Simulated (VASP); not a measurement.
Set up this calculation in VASP 6.6.1, as the native input.

```yaml
Task: single point
Functional: LDA
Potentials_or_basis: VASP PAW LDA potentials, release 64 (Ni)
Cutoff: 520 eV
k_mesh: 24 × 24 × 24
Occupations: gaussian, width 0.15 eV
Spin: no spin polarisation
Dipole_correction: no
Further_INCAR_settings: ALGO = Normal; EDIFF = 1e-06; NBANDS = 11
```

The structure of Ni lies in POSCAR:

```
Ni
1.0
    0.0000000000      1.8092629499      1.8092629499
    1.8092629499      0.0000000000      1.8092629499
    1.8092629499      1.8092629499      0.0000000000
Ni
1
Direct
    0.0000000000      0.0000000000      0.0000000000
```

These files were run (other wordings do the same):

INCAR

```
  PREC = Accurate
  ENCUT = 520
  EDIFF = 1E-6
  ISMEAR = 0
  SIGMA = 0.15
  LREAL = F
  LASPH = T
  NELM = 100
  ALGO = Normal
  ISIF = 2
  LWAVE = F
  LCHARG = F
  NBANDS = 11
```

KPOINTS

```
regular mesh
0
Gamma
  24 24 24
```

Potentials or basis: VASP PAW LDA potentials, release 64 (Ni).

Command:

```bash
$ cat potpaw_LDA.64/Ni/POTCAR > POTCAR
$ mpirun -np 1 vasp_std > vasp.out
```

It gave:

```yaml
Pressure: -28.5 GPa
Band_gap_on_the_k_mesh: zero (bands 5 and 6 overlap by 0.83 eV)
```

Caveat: the cell stands under tension; the run has no spin polarisation, though such a crystal can be magnetic.

Run time: 89 s on 1 thread of Intel(R) Xeon(R) Platinum 8259CL CPU @ 2.50GHz (Skylake/Cascade Lake) (shared host), peak memory 0.16 GiB.
